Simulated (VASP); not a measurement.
# Al4N5 in VASP: a series of runs

Runs on Al4N5. Level: PBE. Tasks: single point.

All numbers are computed with VASP 6.6.1; they aren't measurements. Logs are shortened: lines on timing, memory, paths and dates and some standing lists are left out, and cuts for length are marked.

## 1. The cell of the first run

The cell holds a slab with vacuum, 9 atoms: a = 3.130 Å, b = 3.130 Å, c = 23.562 Å, α = 90.00°, β = 90.00°, γ = 120.00°.

## 2. Single point, PBE, collinear spin

INCAR

```
SYSTEM = Al4N5
PREC     = Accurate       ! precision mode
ENCUT    = 520            ! plane-wave cutoff, eV
EDIFF    = 1E-6           ! SCF threshold, eV
ISMEAR   = 0              ! smearing method
SIGMA    = 0.05           ! smearing width, eV
LREAL    = .False.        ! projectors in reciprocal space
LASPH    = .True.         ! aspherical terms in the spheres
NELM     = 150            ! most SCF steps
ALGO     = Normal         ! electronic algorithm
ISIF     = 2              ! what is computed and relaxed
LWAVE    = .False.        ! write WAVECAR
LCHARG   = .False.        ! write CHGCAR
ISPIN    = 2              ! spin polarisation
MAGMOM   = 0 0 0 0 3 0 0 0 0 ! initial moments
LORBIT   = 11             ! projections on sites
LDIPOL   = .True.       
IDIPOL   = 3            
DIPOL    = 0.5 0.5 0.365
GGA      = PE             ! functional
NBANDS   = 32             ! bands
```

KPOINTS

```
regular mesh
0
Gamma
  9 9 1
  0 0 0
```

POSCAR

```
Al4N5
1.0
    3.1297683446      0.0000000000      0.0000000000
   -1.5648841723      2.7104588944      0.0000000000
    0.0000000000      0.0000000000     23.5622383296
N Al
5 4
Direct
    0.3333333333      0.6666666666      0.1697631585
    0.6666666667      0.3333333334      0.2762323142
    0.3333333333      0.6666666666      0.3850947236
    0.6666666667      0.3333333334      0.4903953008
    0.3333333333      1.1666666666      0.5512579161
    0.6666666667      0.3333333334      0.1949871942
    0.3333333333      0.6666666666      0.3014563499
    0.6666666667      0.3333333334      0.4056970604
    0.3333333333      0.6666666666      0.5119309193
```

Potentials or basis: VASP PAW PBE potentials, release 64 (N, Al).

On the command line:

```
$ cat potpaw_PBE.64/N/POTCAR potpaw_PBE.64/Al/POTCAR > POTCAR
$ mpirun -np 1 vasp_std > vasp.out
```

OUTCAR:

```text
SYSTEM = Al4N5
   PREC = Accurate
   ENCUT = 520
   EDIFF = 1E-6
   ISMEAR = 0
   LREAL = .False.
   LASPH = .True.
   NELM = 150
   ISIF = 2
   ISPIN = 2
   LORBIT = 11
   GGA = PE

 ion  position               nearest neighbor table
   1  0.333  0.667  0.170-   6 1.90   6 1.90   6 1.90
   2  0.667  0.333  0.276-   7 1.90   7 1.90   7 1.90   6 1.91
   3  0.333  0.667  0.385-   8 1.87   8 1.87   8 1.87   7 1.97
   4  0.667  0.333  0.490-   5 1.69   9 1.88   9 1.88   9 1.88   8 2.00
   5  0.333  0.167  0.551-   4 1.69   9 1.82   9 1.82
   6  0.667  0.333  0.195-   1 1.90   1 1.90   1 1.90   2 1.91   7 3.09   7 3.09   7 3.09
   7  0.333  0.667  0.301-   2 1.90   2 1.90   2 1.90   3 1.97   8 3.05   8 3.05   8 3.05   6 3.09
                             6 3.09   6 3.09
   8  0.667  0.333  0.406-   3 1.87   3 1.87   3 1.87   4 2.00   7 3.05   7 3.05   7 3.05   9 3.09
                             9 3.09   9 3.09
   9  0.333  0.667  0.512-   5 1.82   5 1.82   4 1.88   4 1.88   4 1.88   8 3.09   8 3.09   8 3.09

  LATTYP: Found a hexagonal cell.
 ALAT       =     3.1297683446
 C/A-ratio  =     7.5284288597

  Lattice vectors:

 A1 = (   3.1297683446,   0.0000000000,   0.0000000000)
 A2 = (  -1.5648841723,   2.7104588944,   0.0000000000)
 A3 = (   0.0000000000,   0.0000000000,  23.5622383296)

Analysis of symmetry for initial positions (statically):
=====================================================================
 Subroutine PRICEL returns:
 Original cell was already a primitive cell.

 Routine SETGRP: Setting up the symmetry group for a
 hexagonal supercell.

 Subroutine GETGRP returns: Found  2 space group operations
 (whereof  2 operations were pure point group operations)
 out of a pool of 24 trial point group operations.

The static configuration has the point symmetry C_1h.

Analysis of symmetry for dynamics (positions and initial velocities):
=====================================================================
 Subroutine PRICEL returns:
 Original cell was already a primitive cell.

 Routine SETGRP: Setting up the symmetry group for a
 hexagonal supercell.

 Subroutine GETGRP returns: Found  2 space group operations
 (whereof  2 operations were pure point group operations)
 out of a pool of 24 trial point group operations.

The dynamic configuration has the point symmetry C_1h.

Analysis of structural, dynamic, and magnetic symmetry:
=====================================================================
 Subroutine PRICEL returns:
 Original cell was already a primitive cell.

 Routine SETGRP: Setting up the symmetry group for a
 hexagonal supercell.

 Subroutine GETGRP returns: Found  2 space group operations
 (whereof  2 operations were pure point group operations)
 out of a pool of 24 trial point group operations.

The overall configuration has the point symmetry C_1h.

 Subroutine INISYM returns: Found  2 space group operations
 (whereof  2 operations are pure point group operations),
 and found     1 'primitive' translations

----------------------------------------------------------------------------------------

                                     Primitive cell

  volume of cell :     199.8810

  direct lattice vectors                    reciprocal lattice vectors
     3.129768345  0.000000000  0.000000000     0.319512465  0.184470608  0.000000000
    -1.564884172  2.710458894  0.000000000     0.000000000  0.368941216  0.000000000
     0.000000000  0.000000000 23.562238330     0.000000000  0.000000000  0.042440790

  length of vectors
     3.129768345  3.129768345 23.562238330     0.368941216  0.368941216  0.042440790

  position of ions in fractional coordinates (direct lattice)
     0.333333333  0.666666667  0.169763158
     0.666666667  0.333333333  0.276232314
     0.333333333  0.666666667  0.385094724
     0.666666667  0.333333333  0.490395301
     0.333333333  0.166666667  0.551257916
     0.666666667  0.333333333  0.194987194
     0.333333333  0.666666667  0.301456350
     0.666666667  0.333333333  0.405697060
     0.333333333  0.666666667  0.511930919

  ion indices of the primitive-cell ions
   primitive index   ion index
                 1           1
[... 74 lines left out ...]
   LNONCOLLINEAR =      F non collinear calculations
   LSORBIT =      F    spin-orbit coupling
   LASPH  =      T    aspherical Exc in radial PAW
   ENCUT  =  520.0 eV  38.22 Ry    6.18 a.u.   5.82  5.82 43.81*2*pi/ulx,y,z
   NELM   =    150;   NELMIN=  2; NELMDL= -5     # of ELM steps
   EDIFF  = 0.1E-05   stopping-criterion for ELM
   LREAL  =      F    real-space projection
   EDIFFG = 0.1E-04   stopping-criterion for IOM
   NSW    =      0    number of steps for IOM
   IBRION =     -1    ionic relax: 0-MD 1-quasi-New 2-CG
   NFREE  =      0    steps in history (QN), initial steepest desc. (CG)
   ISIF   =      2    stress and relaxation
   ISYM   =      2    0-nonsym 1-usesym 2-fastsym
   POTIM  = 0.5000    time-step for ionic-motion
   TEBEG  =    0.0;   TEEND  =   0.0 temperature during run
   PSTRESS=    0.0 pullay stress
   NELECT =      37.0000    total number of electrons
   NUPDOWN=      -1.0000    fix difference up-down
   EMIN   =  10.00;   EMAX   =-10.00  energy-range for DOS
   EFERMI =   0.00;   METHOD = LEGACY
   ISMEAR =     0;   SIGMA  =   0.05  broadening in eV -4-tet -1-fermi 0-gaus
   EFERMI_NEDOS =   21; number of points for ismear=-14 and -15
   IALGO  =     38    algorithm
   IMIX   =      4    mixing-type and parameters
     AMIX     =   0.40;   BMIX     =  1.00
     AMIX_MAG =   1.60;   BMIX_MAG =  1.00
  volume/ion in A,a.u.               =      22.21       149.87
  Fermi-wavevector in a.u.,A,eV,Ry     =   0.933007  1.763128 11.843899  0.870502
  Thomas-Fermi vector in A             =   2.059664
   LORBIT       =     11    0 simple, 1 ext, 2 COOP (PROOUT), +10 PAW based schemes
   GGA     = PE    functional components
   LHFCALC =     F    Hartree Fock is set to
   AEXX    =    0.0000 exact exchange contribution
   IVDW    =     0    specifies the selected vdW correction
   LEPSILON=     F    determine dielectric tensor
   LRPA    =     F    only Hartree local field effects (RPA)
 spin polarized calculation
 Gauss-broadening in eV      SIGMA  =   0.05
  energy-cutoff  :      520.00
  volume of cell :      199.88
 maximum number of plane-waves:      5411
   NGX = 11   NGY = 11   NGZ = 87

 dipolmoment           0.000000      0.000000      0.000297 electrons x Angstroem

 number of electron      36.9999999 magnetization       0.4285143

 dipolmoment           0.000000      0.000000     -0.041716 electrons x Angstroem

 Free energy of the ion-electron system (eV)
  ---------------------------------------------------
  ext. energy  EPLUGINS =         0.00000000
  ---------------------------------------------------
  free energy    TOTEN  =       -61.65592411 eV

  energy without entropy =      -61.64411002  energy(sigma->0) =      -61.65001707

 E-fermi :  -0.7172     XC(G=0):  -5.5729

 val. band max:       -0.7172985670   @ k =   0.2222   0.2222   0.0000
 cond. band min:      -0.7138833418   @ k =   0.1111  -0.0000   0.0000
 fundamental gap:      0.0034152252
 Fermi energy:        -0.7172235301

 spin component 1

 k-point     1 :       0.0000    0.0000    0.0000
  band No.  band energies     occupation
      1     -19.3020      1.00000
      2     -17.2847      1.00000
      3     -15.9924      1.00000
      4     -13.8455      1.00000
      5     -13.1593      1.00000
      6      -7.5220      1.00000
[... 781 lines left out ...]
     29       8.8765      0.00000
     30       9.4992      0.00000

 [... further k-points ...]

 spin component 2

 k-point     1 :       0.0000    0.0000    0.0000
  band No.  band energies     occupation
      1     -19.1405      1.00000
      2     -17.2698      1.00000
      3     -15.9866      1.00000
      4     -13.8437      1.00000
      5     -12.8874      1.00000
      6      -7.4832      1.00000
[... 781 lines left out ...]
     29       8.9152      0.00000
     30       9.5521      0.00000

 [... further k-points ...]

 [bands above 30 left out]

------------------------ aborting loop because EDIFF is reached ----------------------------------------

 vacuum level on the upper side and lower side of the slab       (xc-potential included)        -0.436         0.434

  FORCE on cell =-STRESS in cart. coord.  units (eV):
  Direction    XX          YY          ZZ          XY          YZ          ZX
  --------------------------------------------------------------------------------------
  -------------------------------------------------------------------------------------
  Total        3.2510873      5.7154727     -0.2860228     -2.1342204      1.0288543      1.7820277
  in kB       26.0595942     45.8132579     -2.2926600    -17.1071746      8.2469408     14.2841192
  external PRESSURE =      23.1933974 kB  Pullay stress =       0.0000000 kB

 VOLUME and BASIS-vectors are now :
 -----------------------------------------------------------------------------
  energy-cutoff  :      520.00
  volume of cell :      199.88
      direct lattice vectors                 reciprocal lattice vectors
     3.129768345  0.000000000  0.000000000     0.319512465  0.184470608  0.000000000
    -1.564884172  2.710458894  0.000000000     0.000000000  0.368941216  0.000000000
     0.000000000  0.000000000 23.562238330     0.000000000  0.000000000  0.042440790

 POSITION                                       TOTAL-FORCE (eV/Angst)
 -----------------------------------------------------------------------------------
     -0.00000      1.80697      4.00000         0.002495      0.001440      1.976289
      1.56488      0.90349      6.50865        -0.001626     -0.000939      1.614893
     -0.00000      1.80697      9.07369        -0.112365     -0.064874     -0.466527
      1.56488      0.90349     11.55481         0.085126      0.049147     -2.239132
      0.78244      0.45174     12.98887         0.731180      0.422147      0.034363
      1.56488      0.90349      4.59433         0.000177      0.000102     -2.486939
     -0.00000      1.80697      7.10299        -0.019690     -0.011368     -1.036803
      1.56488      0.90349      9.55913        -0.289581     -0.167190      0.637881
     -0.00000      1.80697     12.06224        -0.395716     -0.228467      1.965975
 -----------------------------------------------------------------------------------
    total drift:                                0.000318      0.000184      0.000577

  FREE ENERGIE OF THE ION-ELECTRON SYSTEM (eV)
  ---------------------------------------------------
  free  energy   TOTEN  =       -61.6559241141 eV

  energy  without entropy=      -61.6441100211  energy(sigma->0) =      -61.65001707

 vacuum level on the upper side and lower side of the slab         6.027         6.916

 total charge

# of ion       s       p       d       tot
------------------------------------------
    1        1.256   2.440   0.000   3.696
    2        1.230   2.610   0.000   3.841
    3        1.226   2.633   0.000   3.859
    4        1.236   2.596   0.000   3.832
    5        1.320   2.323   0.000   3.643
    6        0.370   0.426   0.000   0.795
    7        0.363   0.424   0.000   0.787
    8        0.366   0.426   0.000   0.791
    9        0.356   0.485   0.000   0.841
--------------------------------------------------
tot          7.722  14.364   0.000  22.086

 magnetization (x)

# of ion       s       p       d       tot
------------------------------------------
    1       -0.000   0.000   0.000  -0.000
    2        0.000   0.002   0.000   0.002
    3       -0.000   0.003   0.000   0.003
    4        0.001   0.037   0.000   0.038
    5        0.007   0.241   0.000   0.248
    6       -0.000  -0.000   0.000  -0.000
    7       -0.000  -0.000   0.000  -0.000
    8       -0.000   0.000   0.000   0.000
    9        0.000   0.003   0.000   0.004
--------------------------------------------------
tot          0.008   0.287   0.000   0.295
```

It took 16 min on 1 thread of AMD EPYC 7R43 (Zen 3), shared host; peak memory 0.48 GiB.

Results:

```
Free energy                                           : -61.6559 eV
Largest force                                         : 2.487 eV/Å
Net moment                                            : 0.43 μB per cell
Site moments                                          : N -0.00, +0.00, +0.04, +0.25 (each value once); Al -0.00, +0.00 (each value once) μB
Valence electrons inside the program's atomic spheres : N 3.70, 3.84, 3.86, 3.83, 3.64; Al 0.80, 0.79, 0.84 (each value once)
```

Forces in eV/Å, atoms in the order of the input:
```
N    0.002  0.001  1.976
N   -0.002 -0.001  1.615
N   -0.112 -0.065 -0.467
N    0.085  0.049 -2.239
N    0.731  0.422  0.034
Al   0.000  0.000 -2.487
Al  -0.020 -0.011 -1.037
Al  -0.290 -0.167  0.638
Al  -0.396 -0.228  1.966
```

Levels at points of the mesh, in eV from the Fermi level:
Spin up:
```csv
k point,band 15,band 16,band 17,band 18,band 19,band 20,band 21,band 22,band 23,band 24
"(0.00, 0.00, 0.00)",-1.09,-0.98,-0.64,0.10,0.10,2.46,3.74,4.81,4.95,6.43
```
Spin down:
| k point | band 14 | band 15 | band 16 | band 17 | band 18 | band 19 | band 20 | band 21 | band 22 | band 23 |
| --- | --- | --- | --- | --- | --- | --- | --- | --- | --- | --- |
| (0.00, 0.00, 0.00) | -1.73 | -0.82 | -0.64 | -0.21 | 0.10 | 0.10 | 2.56 | 3.83 | 4.84 | 5.01 |

Caveat: a moment this small can come from the mesh or the smearing.

## 3. Single point, PBE, collinear spin

INCAR

```
  PREC = Accurate
  ENCUT = 520
  EDIFF = 1E-6
  ISMEAR = 0
  SIGMA = 0.05
  LREAL = False
  LASPH = True
  NELM = 150
  ALGO = Normal
  ISIF = 2
  LWAVE = False
  LCHARG = False
  ISPIN = 2
  MAGMOM = 0 0 0 0 3 0 0 0 0
  LORBIT = 11
  LDIPOL = True
  IDIPOL = 3
  DIPOL = 0.5 0.5 0.369
  GGA = PE
  NBANDS = 32
```

KPOINTS

```
Automatic mesh
0
Gamma
  9 9 1
```

POSCAR

```
Al4N5
1.0
    3.1297683446      0.0000000000      0.0000000000
   -1.5648841723      2.7104588944      0.0000000000
    0.0000000000      0.0000000000     23.5622383296
N Al
5 4
Direct
    0.3333333334      0.6666666667      0.1697631585
    0.6666666667      0.3333333333      0.2762323142
    0.3333333334      0.6666666667      0.3850947236
    0.6666666667      0.3333333333      0.4903953008
    0.5000000000      1.0000000000      0.5877169532
    0.6666666667      0.3333333333      0.1949871942
    0.3333333334      0.6666666667      0.3014563499
    0.6666666667      0.3333333333      0.4056970604
    0.3333333334      0.6666666667      0.5119309193
```

Potentials or basis: VASP PAW PBE potentials, release 64 (N, Al).

On the command line:

```
$ cat potpaw_PBE.64/N/POTCAR potpaw_PBE.64/Al/POTCAR > POTCAR
$ mpirun -np 1 vasp_std > vasp.out
```

It took 12 min on 1 thread of AMD EPYC 7R43 (Zen 3), shared host; peak memory 0.48 GiB.

The run converged. Its results:

```
Free energy                                           : -60.7575 eV
Largest force                                         : 2.261 eV/Å
Net moment                                            : 2.34 μB per cell
Site moments                                          : N -0.03, +0.00, +0.01, +0.11, +1.48; Al -0.00, +0.00, +0.01 (each value once) μB
Valence electrons inside the program's atomic spheres : N 3.70, 3.84, 3.86, 3.39 (each value once); Al 0.80, 0.79 (each value once)
```

Forces in eV/Å, atoms in the order of the input:
```
N    0.000  0.000  1.889
N    0.000  0.000  1.159
N    0.000 -0.004 -0.949
N    0.000  0.410 -1.545
N    0.000 -0.370  0.056
Al   0.000  0.000 -2.261
Al   0.000 -0.002 -0.568
Al   0.000  0.004  1.076
Al   0.000 -0.038  1.142
```

Levels at points of the mesh, in eV from the Fermi level:
Spin up:
```tsv
k point	band 18	band 19	band 20	band 21	band 22	band 23
(0.00, 0.00, 0.00)	-0.19	0.13	0.13	3.48	4.70	5.27
```
Spin down:
```tsv
k point	band 14	band 15	band 16	band 17	band 18	band 19	band 20	band 21
(0.00, 0.00, 0.00)	-1.44	-0.57	0.05	0.05	0.46	3.03	3.16	3.69
```
